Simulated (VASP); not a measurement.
Write the native input for VASP 6.6.1 that does the following.

```
Task                   : single point
Functional             : PBE
Dispersion             : D3(BJ)
Potentials or basis    : VASP PAW PBE potentials, release 64 (Cd, I)
Cutoff                 : 500 eV
k mesh                 : 9 × 9 × 4
Occupations            : gaussian, width 0.05 eV
Spin                   : no spin polarisation
Dipole correction      : no
Further INCAR settings : ALGO = Normal; EDIFF = 1e-06; NBANDS = 20
```

The structure of CdI2 lies in POSCAR:

```
CdI2
1.0
    4.2439992147      0.0000000000      0.0000000000
   -2.1219996073      3.6754111336      0.0000000000
    0.0000000000      0.0000000000      7.2019500000
Cd I
1 2
Direct
    0.0000000000      0.0000000000      0.0000000000
    0.3333333333      0.6666666667      0.2492000000
    0.6666666667      0.3333333333      0.7508000000
```

This cell differs from its parent crystal: strain +0.000 along x and y, +0.050 along z.

The input as run:

INCAR

```
SYSTEM = CdI2
  PREC = Accurate
  ENCUT = 500
  EDIFF = 1E-6
  ISMEAR = 0
  SIGMA = 0.05
  LREAL = .False.
  LASPH = .True.
  NELM = 120
  ALGO = Normal
  ISIF = 2
  LWAVE = .False.
  LCHARG = .False.
  GGA = PE
  IVDW = 12
  NBANDS = 20
  GGA_COMPAT = .False.
```

KPOINTS

```
Automatic mesh
0
Gamma
  9 9 4
  0 0 0
```

Potentials or basis: VASP PAW PBE potentials, release 64 (Cd, I).

The run is started by

```console
$ cat potpaw_PBE.64/Cd/POTCAR potpaw_PBE.64/I/POTCAR > POTCAR
$ mpirun -np 1 vasp_std > vasp.out
```

Results of the run:

| Property | Result |
| --- | --- |
| Pressure | -1.1 GPa |
| Largest force | 0.222 eV/Å |
| Band gap on the k mesh | 2.22 eV (least direct gap 2.42 eV) |
| Dispersion energy per atom | -0.317 eV |

Caveat: the cell differs from its parent crystal (strain +0.000 along x and y, +0.050 along z); spin-orbit coupling is left out, which moves the levels of the heavy elements; an odd mesh through Γ misses points on the zone boundary, where band edges can lie.

Wall time 28 s on 1 thread of Intel(R) Xeon(R) 6975P-C (Granite Rapids) (shared host), peak memory 0.28 GiB.
